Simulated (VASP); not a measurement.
**BN (pbesol): single point with PBEsol**

The system is BN (pbesol).

```xyz
2
Lattice="0.0000 1.8382 1.8382 1.8382 0.0000 1.8382 1.8382 1.8382 0.0000" Properties=species:S:1:pos:R:3 pbc="T T T"
B     0.0000    0.0000    0.0000
N     0.9191    0.9191    0.9191
```

This cell differs from its parent crystal: volume scaled by 1.06.

```
Program             : VASP 6.6.1
Task                : single point
Functional          : PBEsol
Potentials or basis : VASP PAW PBE potentials, release 64 (B, N)
Cutoff              : 600 eV
k mesh              : 12 × 12 × 12
Occupations         : gaussian, width 0.02 eV
Spin                : no spin polarisation
```

```
Pressure               : -20.0 GPa
Band gap on the k mesh : 4.22 eV, indirect (least direct gap 8.53 eV)
```

Levels at points of the mesh, in eV from the valence-band top:
| k point | band 2 | band 3 | band 4 | band 5 | band 6 | band 7 |
| --- | --- | --- | --- | --- | --- | --- |
| (0.00, 0.00, 0.00) | 0.00 | 0.00 | 0.00 | 8.53 | 8.53 | 8.53 |
| (0.50, 0.00, 0.00) | -10.32 | -1.86 | -1.86 | 9.45 | 10.35 | 10.35 |
| (0.50, 0.50, 0.00) | -8.64 | -4.70 | -4.70 | 4.22 | 8.81 | 17.12 |

Wall time 8 s on 1 thread of AMD EPYC 9R45 96-Core Processor (Zen 5), on a shared host, peak memory 0.11 GiB.

Caveat: the PAW data sets were made with another functional, which shifts forces and pressure a little. A k mesh can miss the band edges.
